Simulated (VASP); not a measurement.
Sr, 2 atoms in the cell. The structure is tetragonal, space group I4_1/amd (No. 141). The conventional cell has a = 7.035 Å, b = 7.035 Å, c = 3.804 Å, α = 90.00°, β = 90.00°, γ = 90.00°. Sr (site symmetry -4m2) has 10 Sr at 3.64 to 4.53 Å within 4.8 Å. 

- Program: VASP 6.6.1
- Task: single point
- Functional: PBE
- Potentials or basis: VASP PAW PBE potentials, release 64 (Sr_sv)
- Cutoff: 520 eV
- k mesh: 12 × 12 × 12
- Occupations: fermi-dirac, width 0.1 eV
- Spin: no spin polarisation
- Dipole correction: no
- Further INCAR settings: ALGO = Normal; EDIFF = 1e-06; NBANDS = 17

Potentials or basis: VASP PAW PBE potentials, release 64 (Sr_sv).

Command:

```sh
$ cat potpaw_PBE.64/Sr_sv/POTCAR > POTCAR
$ mpirun -np 1 vasp_std > vasp.out
```

Hardware: 1 thread of Intel(R) Xeon(R) Platinum 8488C (Sapphire Rapids) (shared host).

**Question.** How long does it take, and how much memory?

**Answer.** Run time: 2.2 min on 1 thread of Intel(R) Xeon(R) Platinum 8488C (Sapphire Rapids) (shared host), peak memory 0.39 GiB. Counts: scf iterations 11, k points 163.
